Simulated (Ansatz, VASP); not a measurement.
# MgI2: VASP beside Ansatz

The input INCAR:

```
SYSTEM = MgI2
PREC = Accurate ; ENCUT = 520
EDIFF = 1E-7 ; ISMEAR = 0
SIGMA = 0.05 ; LREAL = .False.
LASPH = .True. ; NELM = 60
ALGO = Normal ; ISIF = 2
LWAVE = .False. ; LCHARG = .False.
GGA = PE ; NBANDS = 15
```

The input KPOINTS:

```
regular mesh
0
Gamma
  6 6 4
  0 0 0
```

File POSCAR:

```
MgI2
1.0
    4.1537001214      0.0000000000      0.0000000000
   -2.0768500607      3.5972098248      0.0000000000
    0.0000000000      0.0000000000      6.8620000000
Mg I
1 2
Direct
   -0.0208494927     -0.0416989854      0.0437190324
    0.3333333333      0.6666666667      0.7576300000
    0.6666666667      0.3333333333      0.2423700000
```

Input for Ansatz:

```yaml
crystal:
  lattice:
    - [4.1537001214, 0.0, 0.0]
    - [-2.0768500607, 3.5972098248, 0.0]
    - [0.0, 0.0, 6.862]
  atoms:
    - { symbol: Mg, position: [-0.0208494927, -0.0416989854, 0.0437190324] }
    - { symbol: I, position: [0.3333333333, 0.6666666667, 0.75763] }
    - { symbol: I, position: [0.6666666667, 0.3333333333, 0.24237] }
basis:
  ecutwfc: 420
kpoints:
  mp_grid: { grid: [6, 6, 4] }
hamiltonian:
  xc: pbe
scf:
  occupations: { method: gaussian, width: 0.05 }
output:
  forces: true
  stress: true
  eigenvalues: true
```

Alike in both runs: task single point; functional PBE; k mesh 6 × 6 × 4; occupations gaussian, width 0.05 eV; no spin polarisation.

|  | VASP | Ansatz |
| --- | --- | --- |
| version | VASP 6.6.1 | Ansatz 0.2.0 |
| potentials or method | VASP PAW PBE potentials, release 64 (Mg, I), cutoff 520 eV | scalar-relativistic, plane waves, PAW |
| valence electrons in the cell | 16 | 44 |

Ansatz gave:

- gap on the k mesh at the Fermi level (eV): 2.85
- least direct gap on the mesh (eV): 2.92
- pressure (GPa): 2.2
- traceless stress, the component that is largest in VASP (GPa): 1.46
- rms of the force components (eV/Å): 0.763

**Question.** Which values does VASP return?

**Answer.** gap on the k mesh at the Fermi level (eV): 2.83; least direct gap on the mesh (eV): 2.90; pressure (GPa): 2.1; traceless stress, the component that is largest in VASP (GPa): 1.46; rms of the force components (eV/Å): 0.763.

Atom by atom the forces differ by 0.004 eV/Å (rms over components). VASP's potentials hold 16 valence electrons a cell and Ansatz's 44, so a difference there can come from the potentials and not from the codes.

Neither program's run includes spin-orbit coupling.
